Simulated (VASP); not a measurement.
Crystal: P4C.

```
P C
1.0
     4.42708    0.00000    0.00000
     0.00000    4.42708    0.00000
     0.00000    0.00000    4.42708
P C
4 1
Cartesian
  2.2135 2.2135 2.2135
  0.0000 2.2135 2.2135
  2.2135 0.0000 2.2135
  2.2135 2.2135 0.0000
  0.0000 0.0000 0.0000
```

The cell was generated, and may not be a known phase.

```yaml
Program: VASP 6.6.1
Task: relaxation of cell and atoms
Functional: PBE
Potentials_or_basis: VASP PAW PBE potentials, release 64 (P, C)
Cutoff: 600 eV
k_mesh: 8 × 8 × 8
Occupations: gaussian, width 0.1 eV
Spin: no spin polarisation
```

At the start: pressure -2.3 GPa; volume 17.35 Å³/atom.

Problem. How do energy, volume and symmetry change on relaxing?

Solution. Over 3 steps the energy falls by 4.3 meV/atom and the volume is 16.78 Å³/atom (-3.3 %); space group Pm-3m (No. 221, to 0.1 Å) before and after.

Step by step:
```csv
step,energy change (eV),largest force (eV/Å),pressure (GPa),volume (Å³)
1,0.0000,0.0000,-2.30,86.77
2,-0.0212,0.0000,0.20,83.67
3,-0.0213,0.0000,0.00,83.89
```

Final structure:
```
P C
1.0
     4.37759    0.00000    0.00000
     0.00000    4.37759    0.00000
     0.00000    0.00000    4.37759
P C
4 1
Direct
  0.50000 0.50000 0.50000
  0.00000 0.50000 0.50000
  0.50000 0.00000 0.50000
  0.50000 0.50000 0.00000
  0.00000 0.00000 0.00000
```
